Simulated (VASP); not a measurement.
Runs of VASP 6.6.1 on Cl. The structure is that of space group P6_3/mmc (No. 194), or close to it. The cells are those of the table. 

```csv
task,cell,cutoff (eV),gap on the mesh (eV),pressure (GPa)
relaxation of cell and atoms,"relaxed to 10 GPa from a = 3.160, b = 3.160, c = 5.160 Å, angles 90.0, 90.0, 120.0°, 2 atoms",600,none,10.1
relaxation of cell and atoms,"relaxed to 30 GPa from a = 3.160, b = 3.160, c = 5.160 Å, angles 90.0, 90.0, 120.0°, 2 atoms",600,none,30.1
relaxation of cell and atoms,"relaxed to 20 GPa from a = 3.160, b = 3.160, c = 5.160 Å, angles 90.0, 90.0, 120.0°, 2 atoms",600,none,20.1
single point,"a = 3.249, b = 3.249, c = 3.942 Å, angles 90.0, 90.0, 120.0°, 2 atoms",520,none,(a)
single point,"a = 3.701, b = 3.701, c = 3.821 Å, angles 90.0, 90.0, 120.0°, 2 atoms",520,none,-0.1
single point,"a = 3.100, b = 3.100, c = 3.884 Å, angles 90.0, 90.0, 120.0°, 2 atoms",520,none,19.8
single point,"a = 3.003, b = 3.003, c = 3.835 Å, angles 90.0, 90.0, 120.0°, 2 atoms",520,none,29.7
relaxation of cell and atoms,"relaxed from a = 3.160, b = 3.160, c = 5.160 Å, angles 90.0, 90.0, 120.0°, 2 atoms",600,none,0.0
```

Alike in all rows: level PBE; potentials or basis VASP PAW PBE potentials, release 64 (Cl); no spin polarisation; k mesh 6 × 6 × 3; smearing fermi-dirac 0.01 eV.

Question: Fill in the values left out.

Answer: (a) 9.8.

Caveats: all runs use coarse meshes; the cell is relaxed towards a set pressure, so the enthalpy falls and the energy may rise (some runs).

A gap of «none» marks levels without a gap at the run's occupations.
